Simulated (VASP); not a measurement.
# Sr (C2/c) in VASP: single point with PBE

Aim: the single point of Sr with PBE.

All numbers are computed with VASP 6.6.1; they aren't measurements. Logs are shortened: lines on timing, memory, paths and dates and some standing lists are left out, and cuts for length are marked.

### Step 1. The cell of the first run

Symmetry: C2/c, No. 15, monoclinic system. Conventional cell: a = 4.087 Å, b = 10.494 Å, c = 5.811 Å, α = 90.00°, β = 110.11°, γ = 90.00°. Sr (site symmetry 2) has 10 Sr at 3.85 to 4.95 Å within 5.1 Å.

### Step 2. Single point, PBE (strained and its atoms moved)

File INCAR:

```
SYSTEM = Sr
ALGO     = Fast           ! electronic algorithm
EDIFF    = 1E-6           ! SCF threshold, eV
ENCUT    = 520            ! plane-wave cutoff, eV
GGA      = PE             ! functional
ISIF     = 2              ! what is computed and relaxed
ISMEAR   = 0              ! smearing method
LASPH    = .True.         ! aspherical terms in the spheres
LCHARG   = .True.         ! write CHGCAR
LELF     = .True.         ! ELF
LREAL    = .False.        ! projectors in reciprocal space
LVHAR    = .True.       
LWAVE    = .False.        ! write WAVECAR
NBANDS   = 17             ! bands
NELM     = 100            ! most SCF steps
PREC     = Accurate       ! precision mode
SIGMA    = 0.1            ! smearing width, eV
```

File KPOINTS:

```
k-points
0
Gamma
  10 10 8
  0 0 0
```

File POSCAR:

```
Sr
1.0
   -3.7040357155      3.7162418094      2.0434496570
    3.7162418094     -3.7040357155      2.0434496570
    3.8522900466      3.8522900466     -2.0210632530
Sr
2
Direct
    0.7442765373      0.2557234627      0.5000000000
    0.0057234627     -0.0057234627      0.0000000000
```

Potentials or basis: VASP PAW PBE potentials, release 64 (Sr_sv).

On the command line:

```console
$ cat potpaw_PBE.64/Sr_sv/POTCAR > POTCAR
$ mpirun -np 1 vasp_std > vasp.out
```

OUTCAR:

```text
SYSTEM = Sr
   EDIFF = 1E-6
   ENCUT = 520
   GGA = PE
   ISIF = 2
   ISMEAR = 0
   LASPH = .True.
   LREAL = .False.
   NELM = 100
   PREC = Accurate

 ion  position               nearest neighbor table
   1  0.744  0.256  0.500-   2 3.85   2 3.85   2 4.00   2 4.00   2 4.79   2 4.79   2 4.95   2 4.95

   2  0.006  0.994  0.000-   1 3.85   1 3.85   1 4.00   1 4.00   1 4.79   1 4.79   1 4.95   1 4.95

  LATTYP: Found a base centered monoclinic cell.
 ALAT       =     4.0869357690
 B/A-ratio  =     2.5676589272
 C/A-ratio  =     1.4217898081
 COS(beta)  =    -0.3438506122

  Lattice vectors:

 A1 = (  -3.7040357155,   3.7162418094,   2.0434496570)
 A2 = (   3.7162418094,  -3.7040357155,   2.0434496570)
 A3 = (   3.8522900466,   3.8522900466,  -2.0210632530)

Analysis of symmetry for initial positions (statically):
=====================================================================
 Subroutine PRICEL returns:
 Original cell was already a primitive cell.

 Routine SETGRP: Setting up the symmetry group for a
 base centered monoclinic supercell.

 Subroutine GETGRP returns: Found  4 space group operations
 (whereof  2 operations were pure point group operations)
 out of a pool of  4 trial point group operations.

The static configuration has the point symmetry C_2 .
 The point group associated with its full space group is C_2h.

Analysis of symmetry for dynamics (positions and initial velocities):
=====================================================================
 Subroutine PRICEL returns:
 Original cell was already a primitive cell.

 Routine SETGRP: Setting up the symmetry group for a
 base centered monoclinic supercell.

 Subroutine GETGRP returns: Found  4 space group operations
 (whereof  2 operations were pure point group operations)
 out of a pool of  4 trial point group operations.

The dynamic configuration has the point symmetry C_2 .
 The point group associated with its full space group is C_2h.

 Subroutine INISYM returns: Found  4 space group operations
 (whereof  2 operations are pure point group operations),
 and found     1 'primitive' translations

----------------------------------------------------------------------------------------

                                     Primitive cell

  volume of cell :     117.0073

  direct lattice vectors                    reciprocal lattice vectors
    -3.704035715  3.716241809  2.043449657    -0.003297830  0.131468019  0.244301478
[... 86 lines left out ...]
   EDIFF  = 0.1E-05   stopping-criterion for ELM
   LREAL  =      F    real-space projection
   EDIFFG = 0.1E-04   stopping-criterion for IOM
   NSW    =      0    number of steps for IOM
   IBRION =     -1    ionic relax: 0-MD 1-quasi-New 2-CG
   NFREE  =      0    steps in history (QN), initial steepest desc. (CG)
   ISIF   =      2    stress and relaxation
   ISYM   =      2    0-nonsym 1-usesym 2-fastsym
   POTIM  = 0.5000    time-step for ionic-motion
   TEBEG  =    0.0;   TEEND  =   0.0 temperature during run
   PSTRESS=    0.0 pullay stress
   NELECT =      20.0000    total number of electrons
   NUPDOWN=      -1.0000    fix difference up-down
   EMIN   =  10.00;   EMAX   =-10.00  energy-range for DOS
   EFERMI =   0.00;   METHOD = LEGACY
   ISMEAR =     0;   SIGMA  =   0.10  broadening in eV -4-tet -1-fermi 0-gaus
   EFERMI_NEDOS =   21; number of points for ismear=-14 and -15
   IALGO  =     68    algorithm
   IMIX   =      4    mixing-type and parameters
     AMIX     =   0.40;   BMIX     =  1.00
     AMIX_MAG =   1.60;   BMIX_MAG =  1.00
  volume/ion in A,a.u.               =      58.50       394.80
  Fermi-wavevector in a.u.,A,eV,Ry     =   0.908546  1.716904 11.231020  0.825457
  Thomas-Fermi vector in A             =   2.032486
   LORBIT       =      0    0 simple, 1 ext, 2 COOP (PROOUT), +10 PAW based schemes
   GGA     = PE    functional components
   LHFCALC =     F    Hartree Fock is set to
   AEXX    =    0.0000 exact exchange contribution
   IVDW    =     0    specifies the selected vdW correction
   LEPSILON=     F    determine dielectric tensor
   LRPA    =     F    only Hartree local field effects (RPA)
 non-spin polarized calculation
 RMM-DIIS sequential band-by-band and
 Gauss-broadening in eV      SIGMA  =   0.10
  energy-cutoff  :      520.00
  volume of cell :      117.01
 maximum number of plane-waves:      3176
 NGX is ok and might be reduce to    42
   NGX = 21   NGY = 21   NGZ = 21

 number of electron      20.0000000 magnetization

 Free energy of the ion-electron system (eV)
  ---------------------------------------------------
  ext. energy  EPLUGINS =         0.00000000
  ---------------------------------------------------
  free energy    TOTEN  =        -2.74974902 eV

  energy without entropy =       -2.72798082  energy(sigma->0) =       -2.73886492

 E-fermi :   1.2589     XC(G=0):  -7.1567

 val. band max:        1.2588505515   @ k =  -0.1000  -0.4000   0.3750
 cond. band min:       1.2592737603   @ k =  -0.3000   0.5000   0.3750
 fundamental gap:      0.0004232087
 Fermi energy:         1.2589157759

 k-point     1 :       0.0000    0.0000    0.0000
  band No.  band energies     occupation
      1     -35.5451      2.00000
      2     -35.5151      2.00000
      3     -17.6231      2.00000
      4     -17.5986      2.00000
      5     -17.4283      2.00000
      6     -17.4264      2.00000
[... 457 lines left out ...]
      4     -17.5568      2.00000
      5     -17.5391      2.00000
      6     -17.4966      2.00000
[... 9 lines left out ...]
     16       4.0171      0.00000
     17       4.2485      0.00000

 [... further k-points ...]

------------------------ aborting loop because EDIFF is reached ----------------------------------------

  FORCE on cell =-STRESS in cart. coord.  units (eV):
  Direction    XX          YY          ZZ          XY          YZ          ZX
  --------------------------------------------------------------------------------------
  -------------------------------------------------------------------------------------
  Total       -0.2050013     -0.2050013     -0.3852105      0.2128809      0.1425615      0.1425615
  in kB       -2.8070754     -2.8070754     -5.2746741      2.9149713      1.9520899      1.9520898
  external PRESSURE =      -3.6296083 kB  Pullay stress =       0.0000000 kB

 VOLUME and BASIS-vectors are now :
 -----------------------------------------------------------------------------
  energy-cutoff  :      520.00
  volume of cell :      117.01
      direct lattice vectors                 reciprocal lattice vectors
    -3.704035715  3.716241809  2.043449657    -0.003297830  0.131468019  0.244301478
     3.716241809 -3.704035715  2.043449657     0.131468019 -0.003297830  0.244301478
     3.852290047  3.852290047 -2.021063253     0.129589871  0.129589871 -0.000774076

 POSITION                                       TOTAL-FORCE (eV/Angst)
 -----------------------------------------------------------------------------------
      0.11965      3.74485      1.03292        -0.134622      0.134622     -0.000000
      3.67377     -3.66157      2.04345         0.134622     -0.134622      0.000000
 -----------------------------------------------------------------------------------
    total drift:                                0.000000     -0.000000      0.000000

  FREE ENERGIE OF THE ION-ELECTRON SYSTEM (eV)
  ---------------------------------------------------
  free  energy   TOTEN  =        -2.7497490203 eV

  energy  without entropy=       -2.7279808180  energy(sigma->0) =       -2.73886492
```

OSZICAR:

```text
N       E                     dE             d eps       ncg     rms          rms(c)
DAV:   1     0.103540710448E+03    0.10354E+03   -0.91478E+03  7718   0.999E+02
DAV:   2     0.432720421442E+01   -0.99214E+02   -0.97807E+02  9899   0.220E+02
DAV:   3    -0.262449332330E+01   -0.69517E+01   -0.69299E+01 14313   0.418E+01
DAV:   4    -0.274292276589E+01   -0.11843E+00   -0.11832E+00 10195   0.520E+00
DAV:   5    -0.274608065947E+01   -0.31579E-02   -0.31575E-02 12705   0.640E-01    0.158E+01
RMM:   6    -0.274858310177E+01   -0.25024E-02   -0.13988E-02  8275   0.124E+00    0.899E+00
RMM:   7    -0.274904589356E+01   -0.46279E-03   -0.29705E-02  9348   0.183E+00    0.411E-01
RMM:   8    -0.274949798339E+01   -0.45209E-03   -0.96023E-03 11021   0.532E-01    0.105E-01
RMM:   9    -0.274966207999E+01   -0.16410E-03   -0.13205E-03 12744   0.155E-01    0.120E-01
RMM:  10    -0.274972424267E+01   -0.62163E-04   -0.41354E-04 12252   0.902E-02    0.175E-01
RMM:  11    -0.274974141924E+01   -0.17177E-04   -0.13051E-04 13089   0.491E-02    0.105E-02
RMM:  12    -0.274974531037E+01   -0.38911E-05   -0.49018E-05 13052   0.215E-02    0.883E-03
RMM:  13    -0.274974725969E+01   -0.19493E-05   -0.17783E-05 11923   0.145E-02    0.739E-03
RMM:  14    -0.274974848243E+01   -0.12227E-05   -0.99389E-06 10180   0.988E-03    0.140E-03
RMM:  15    -0.274974902028E+01   -0.53785E-06   -0.53961E-06  8354   0.680E-03
   1 F= -.27497490E+01 E0= -.27388649E+01  d E =-.217682E-01
```

stdout:

```text
POSCAR found type information on POSCAR Sr
 POSCAR found :  1 types and       2 ions
 scaLAPACK will be used
 LDA part: xc-table for (Slater+PW92), standard interpolation
 POSCAR, INCAR and KPOINTS ok, starting setup
 FFT: planning ... GRIDC
 FFT: planning ... GRID_SOFT
 FFT: planning ... GRID
 WAVECAR not read
 entering main loop
WARNING in EDDRMM: call to ZHEGV failed, returncode =   8  4     11
WARNING in EDDRMM: call to ZHEGV failed, returncode =   8  4     11
WARNING in EDDRMM: call to ZHEGV failed, returncode =   8  4     16
WARNING in EDDRMM: call to ZHEGV failed, returncode =   6  3     12
WARNING in EDDRMM: call to ZHEGV failed, returncode =   6  3     11
WARNING in EDDRMM: call to ZHEGV failed, returncode =   8  4     14
WARNING in EDDRMM: call to ZHEGV failed, returncode =   6  3     13
WARNING in EDDRMM: call to ZHEGV failed, returncode =   8  4     16
```

Wall time 20 min (1 thread of Intel Xeon 8259CL, shared host); peak memory 0.55 GiB.

Results:

```
Free energy            : -2.7497 eV
Pressure               : -0.4 GPa
Largest force          : 0.190 eV/Å
Band gap on the k mesh : zero (bands 10 and 11 overlap by 0.52 eV)
```

Forces in eV/Å, atoms in the order of the input:
```
Sr  -0.135  0.135  0.000
Sr   0.135 -0.135  0.000
```

Caveat: the cell differs from its parent crystal (strained and its atoms moved).
